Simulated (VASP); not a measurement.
# WC (sol) (P-6m2) in VASP: notebook

Runs on WC (sol). Level: PBEsol. Tasks: single point, relaxation of cell and atoms.

Program: VASP 6.6.1. These are calculated values, not measurements. Logs are shortened: lines on timing, memory, paths and dates and some standing lists are left out, and cuts for length are marked.

## Step 1: The cell of the first run

The structure is hexagonal, space group P-6m2 (No. 187). The conventional cell has a = 2.882 Å, b = 2.882 Å, c = 2.824 Å, α = 90.00°, β = 90.00°, γ = 120.00°. W (site symmetry -6m2) has 6 C at 2.18 Å and 8 W at 2.82 to 2.88 Å within 2.9 Å. C (site symmetry -6m2) has 6 W at 2.18 Å and 8 C at 2.82 to 2.88 Å within 2.9 Å.

## Step 2: Single point, PBEsol

INCAR

```
PREC     = Accurate       # precision mode
ENCUT    = 520            # plane-wave cutoff, eV
EDIFF    = 1E-6           # SCF threshold, eV
ISMEAR   = 0              # smearing method
SIGMA    = 0.1            # smearing width, eV
LREAL    = F              # projectors in reciprocal space
LASPH    = T              # aspherical terms in the spheres
NELM     = 60             # most SCF steps
ALGO     = Normal         # electronic algorithm
ISIF     = 2              # what is computed and relaxed
LWAVE    = F              # write WAVECAR
LCHARG   = F              # write CHGCAR
GGA      = PS             # functional
NBANDS   = 16             # bands
```

KPOINTS

```
regular mesh
0
Gamma
  9 9 6
```

POSCAR

```
WC
1.0
    2.8820700000      0.0000000000      0.0000000000
   -1.4410350000      2.4959458400      0.0000000000
    0.0000000000      0.0000000000      2.8238700000
W C
1 1
Direct
    0.0000000000      0.0000000000      0.0000000000
    0.6666666700      0.3333333300      0.5000000000
```

Potentials or basis: VASP PAW PBE potentials, release 64 (W_sv, C).

Started as:

```bash
$ cat potpaw_PBE.64/W_sv/POTCAR potpaw_PBE.64/C/POTCAR > POTCAR
$ mpirun -np 1 vasp_std > vasp.out
```

OUTCAR:

```text
PREC = Accurate
   ENCUT = 520
   EDIFF = 1E-6
   ISMEAR = 0
   LREAL = F
   LASPH = T
   NELM = 60
   ISIF = 2
   GGA = PS

 ion  position               nearest neighbor table
   1  0.000  0.000  0.000-   2 2.18   2 2.18   2 2.18   2 2.18   2 2.18   2 2.18
   2  0.667  0.333  0.500-   1 2.18   1 2.18   1 2.18   1 2.18   1 2.18   1 2.18

  LATTYP: Found a hexagonal cell.
 ALAT       =     2.8820700000
 C/A-ratio  =     0.9798061810

  Lattice vectors:

 A1 = (   2.8820700000,   0.0000000000,   0.0000000000)
 A2 = (  -1.4410350000,   2.4959458400,   0.0000000000)
 A3 = (   0.0000000000,   0.0000000000,   2.8238700000)

Analysis of symmetry for initial positions (statically):
=====================================================================
 Subroutine PRICEL returns:
 Original cell was already a primitive cell.

 Routine SETGRP: Setting up the symmetry group for a
 hexagonal supercell.

 Subroutine GETGRP returns: Found 12 space group operations
 (whereof 12 operations were pure point group operations)
 out of a pool of 24 trial point group operations.

The static configuration has the point symmetry D_3h.

Analysis of symmetry for dynamics (positions and initial velocities):
=====================================================================
 Subroutine PRICEL returns:
 Original cell was already a primitive cell.

 Routine SETGRP: Setting up the symmetry group for a
 hexagonal supercell.

 Subroutine GETGRP returns: Found 12 space group operations
 (whereof 12 operations were pure point group operations)
 out of a pool of 24 trial point group operations.

The dynamic configuration has the point symmetry D_3h.

 Subroutine INISYM returns: Found 12 space group operations
 (whereof 12 operations are pure point group operations),
 and found     1 'primitive' translations

----------------------------------------------------------------------------------------

                                     Primitive cell

  volume of cell :      20.3135

  direct lattice vectors                    reciprocal lattice vectors
     2.882070000  0.000000000  0.000000000     0.346972835  0.200324860  0.000000000
    -1.441035000  2.495945840  0.000000000     0.000000000  0.400649719  0.000000000
     0.000000000  0.000000000  2.823870000     0.000000000  0.000000000  0.354123950

  length of vectors
     2.882070000  2.882070004  2.823870000     0.400649720  0.400649719  0.354123950

  position of ions in fractional coordinates (direct lattice)
     0.000000000  0.000000000  0.000000000
     0.666666670  0.333333330  0.500000000

  ion indices of the primitive-cell ions
   primitive index   ion index
                 1           1
                 2           2

----------------------------------------------------------------------------------------

 KPOINTS: regular mesh

Automatic generation of k-mesh.
 Grid dimensions read from file:
 generate k-points for:    9    9    6

 Generating k-lattice:

  Cartesian coordinates                     Fractional coordinates (reciprocal lattice)
     0.038552537  0.022258318  0.000000000     0.111111111  0.000000000  0.000000000
     0.000000000  0.044516635  0.000000000     0.000000000  0.111111111  0.000000000
     0.000000000  0.000000000  0.059020658     0.000000000  0.000000000  0.166666667

  Length of vectors
     0.044516636  0.044516635  0.059020658

  Shift w.r.t. Gamma in fractional coordinates (k-lattice)
     0.000000000  0.000000000  0.000000000

 Subroutine IBZKPT returns following result:
 ===========================================

 Found     48 irreducible k-points:

 Following reciprocal coordinates:
            Coordinates               Weight
  0.000000  0.000000  0.000000      1.000000
  0.111111  0.000000  0.000000      6.000000
  0.222222  0.000000  0.000000      6.000000
  0.333333  0.000000  0.000000      6.000000
  0.444444  0.000000  0.000000      6.000000
  0.111111  0.111111  0.000000      6.000000
[... 16 lines left out ...]
  0.333333  0.222222  0.166667     24.000000
  0.333333  0.333333  0.166667      4.000000
 [... further k-points ...]
   k-points           NKPTS =     48   k-points in BZ     NKDIM =     48   number of bands    NBANDS=     16
   number of dos      NEDOS =    301   number of ions     NIONS =      2
   total plane-waves  NPLWV =  13824
   dimension x,y,z NGX =    24 NGY =   24 NGZ =   24
   dimension x,y,z NGXF=    48 NGYF=   48 NGZF=   48
   ions per type =               1   1
   NGX,Y,Z   is equivalent  to a cutoff of  13.84, 13.84, 14.13 a.u.
   NGXF,Y,Z  is equivalent  to a cutoff of  27.69, 27.69, 28.26 a.u.
 SYSTEM =  unknown system
   PREC   = accura    normal or accurate (medium, high low for compatibility)
   ISTART =      0    job   : 0-new  1-cont  2-samecut
   ICHARG =      2    charge: 1-file 2-atom 10-const
   ISPIN  =      1    spin polarized calculation?
   LNONCOLLINEAR =      F non collinear calculations
   LSORBIT =      F    spin-orbit coupling
   LASPH  =      T    aspherical Exc in radial PAW
   ENCUT  =  520.0 eV  38.22 Ry    6.18 a.u.   5.36  5.36  5.25*2*pi/ulx,y,z
   NELM   =     60;   NELMIN=  2; NELMDL= -5     # of ELM steps
   EDIFF  = 0.1E-05   stopping-criterion for ELM
   LREAL  =      F    real-space projection
   EDIFFG = 0.1E-04   stopping-criterion for IOM
   NSW    =      0    number of steps for IOM
   IBRION =     -1    ionic relax: 0-MD 1-quasi-New 2-CG
   NFREE  =      0    steps in history (QN), initial steepest desc. (CG)
   ISIF   =      2    stress and relaxation
   ISYM   =      2    0-nonsym 1-usesym 2-fastsym
   POTIM  = 0.5000    time-step for ionic-motion
   TEBEG  =    0.0;   TEEND  =   0.0 temperature during run
   PSTRESS=    0.0 pullay stress
   NELECT =      18.0000    total number of electrons
   NUPDOWN=      -1.0000    fix difference up-down
   EMIN   =  10.00;   EMAX   =-10.00  energy-range for DOS
   EFERMI =   0.00;   METHOD = LEGACY
   ISMEAR =     0;   SIGMA  =   0.10  broadening in eV -4-tet -1-fermi 0-gaus
   EFERMI_NEDOS =   21; number of points for ismear=-14 and -15
   IALGO  =     38    algorithm
   IMIX   =      4    mixing-type and parameters
     AMIX     =   0.40;   BMIX     =  1.00
     AMIX_MAG =   1.60;   BMIX_MAG =  1.00
  volume/ion in A,a.u.               =      10.16        68.54
  Fermi-wavevector in a.u.,A,eV,Ry     =   1.572428  2.971459 33.640826  2.472531
  Thomas-Fermi vector in A             =   2.673864
   LORBIT       =      0    0 simple, 1 ext, 2 COOP (PROOUT), +10 PAW based schemes
   GGA     = PS    functional components
   LHFCALC =     F    Hartree Fock is set to
   AEXX    =    0.0000 exact exchange contribution
   IVDW    =     0    specifies the selected vdW correction
   LEPSILON=     F    determine dielectric tensor
   LRPA    =     F    only Hartree local field effects (RPA)
 non-spin polarized calculation
 Gauss-broadening in eV      SIGMA  =   0.10
  energy-cutoff  :      520.00
  volume of cell :       20.31
 maximum number of plane-waves:       567
 NGX is ok and might be reduce to    24
   NGX = 11   NGY = 11   NGZ = 11

 number of electron      18.0000000 magnetization

 Free energy of the ion-electron system (eV)
  ---------------------------------------------------
  ext. energy  EPLUGINS =         0.00000000
  ---------------------------------------------------
  free energy    TOTEN  =       -23.88528339 eV

  energy without entropy =      -23.88150669  energy(sigma->0) =      -23.88339504

 E-fermi :  11.2748     XC(G=0): -14.0478

 val. band max:       11.1444336696   @ k =   0.4444   0.1111   0.5000
 cond. band min:      11.2778864275   @ k =   0.4444   0.0000   0.5000
 fundamental gap:      0.1334527579
 Fermi energy:        11.2747692103

 k-point     1 :       0.0000    0.0000    0.0000
  band No.  band energies     occupation
      1     -62.6464      2.00000
      2     -26.6521      2.00000
      3     -26.5120      2.00000
      4     -26.5120      2.00000
      5      -3.3560      2.00000
      6       6.7785      2.00000
[... 8 lines left out ...]
     15      25.7362      0.00000
     16      28.1636      0.00000

 k-point     2 :       0.1111    0.0000    0.0000
  band No.  band energies     occupation
      1     -62.6387      2.00000
      2     -26.6377      2.00000
      3     -26.6226      2.00000
      4     -26.5369      2.00000
      5      -3.0237      2.00000
      6       6.8059      2.00000
[... 8 lines left out ...]
     15      25.2051      0.00000
     16      28.8544      0.00000

 k-point     3 :       0.2222    0.0000    0.0000
  band No.  band energies     occupation
      1     -62.6192      2.00000
      2     -26.8948      2.00000
      3     -26.6012      2.00000
      4     -26.5995      2.00000
      5      -2.1313      2.00000
      6       5.9008      2.00000
[... 8 lines left out ...]
     15      25.1707      0.00000
     16      29.6818      0.00000

 k-point     4 :       0.3333    0.0000    0.0000
  band No.  band energies     occupation
      1     -62.5969      2.00000
      2     -27.1922      2.00000
      3     -26.6697      2.00000
      4     -26.5593      2.00000
      5      -0.9703      2.00000
      6       4.8511      2.00000
[... 8 lines left out ...]
     15      26.4031      0.00000
     16      28.2132      0.00000
[... 324 lines left out ...]
 k-point    22 :       0.2222    0.2222    0.1667
  band No.  band energies     occupation
      1     -62.5765      2.00000
      2     -27.1792      2.00000
      3     -26.7997      2.00000
      4     -26.7301      2.00000
      5      -0.1051      2.00000
      6       5.1634      2.00000
[... 8 lines left out ...]
     15      25.3649      0.00000
     16      28.0262      0.00000

 k-point    23 :       0.3333    0.2222    0.1667
  band No.  band energies     occupation
      1     -62.5654      2.00000
      2     -27.2444      2.00000
      3     -26.9151      2.00000
      4     -26.7062      2.00000
      5       0.5293      2.00000
      6       4.8466      2.00000
[... 8 lines left out ...]
     15      25.2164      0.00000
     16      28.2806      0.00000

 k-point    24 :       0.3333    0.3333    0.1667
  band No.  band energies     occupation
      1     -62.5616      2.00000
      2     -27.1425      2.00000
      3     -27.0829      2.00000
      4     -26.6979      2.00000
      5       0.7723      2.00000
      6       5.5941      2.00000
[... 8 lines left out ...]
     15      26.4663      0.00000
     16      27.7249      0.00000

 [... further k-points ...]
[... 5 lines left out ...]
  --------------------------------------------------------------------------------------
  -------------------------------------------------------------------------------------
  Total        1.0177218      1.0177218      0.5240447     -0.0000000      0.0000000      0.0000000
  in kB       80.2703751     80.2703753     41.3327706     -0.0000000      0.0000000      0.0000000
  external PRESSURE =      67.2911737 kB  Pullay stress =       0.0000000 kB

 VOLUME and BASIS-vectors are now :
 -----------------------------------------------------------------------------
  energy-cutoff  :      520.00
  volume of cell :       20.31
      direct lattice vectors                 reciprocal lattice vectors
     2.882070000  0.000000000  0.000000000     0.346972835  0.200324860  0.000000000
    -1.441035000  2.495945840  0.000000000     0.000000000  0.400649719  0.000000000
     0.000000000  0.000000000  2.823870000     0.000000000  0.000000000  0.354123950

 POSITION                                       TOTAL-FORCE (eV/Angst)
 -----------------------------------------------------------------------------------
      0.00000      0.00000      0.00000         0.000000     -0.000000      0.000000
      1.44104      0.83198      1.41193        -0.000000      0.000000      0.000000
 -----------------------------------------------------------------------------------
    total drift:                               -0.000003      0.000002     -0.000000

  FREE ENERGIE OF THE ION-ELECTRON SYSTEM (eV)
  ---------------------------------------------------
  free  energy   TOTEN  =       -23.8852833950 eV

  energy  without entropy=      -23.8815066891  energy(sigma->0) =      -23.88339504
```

Run time: 5.7 s. Hardware: 1 thread of Intel Xeon 6975P-C (Granite Rapids), shared host; peak memory 0.14 GiB.

Results:

```
Free energy            : -23.8853 eV
Pressure               : 6.7 GPa
Band gap on the k mesh : zero (band 9 reaches 11.80 eV, above the bottom of band 10 at 10.62 eV)
```

Stress tensor (GPa, compression positive):
```
8.03 0.00 0.00
0.00 8.03 0.00
0.00 0.00 4.13
```

Caveat: the k points lie up to 0.37 Å⁻¹ apart; the PAW data sets were made with another functional, which shifts forces and pressure a little; spin-orbit coupling is left out, which moves the levels of the heavy elements.

[end of part 1 of 3]
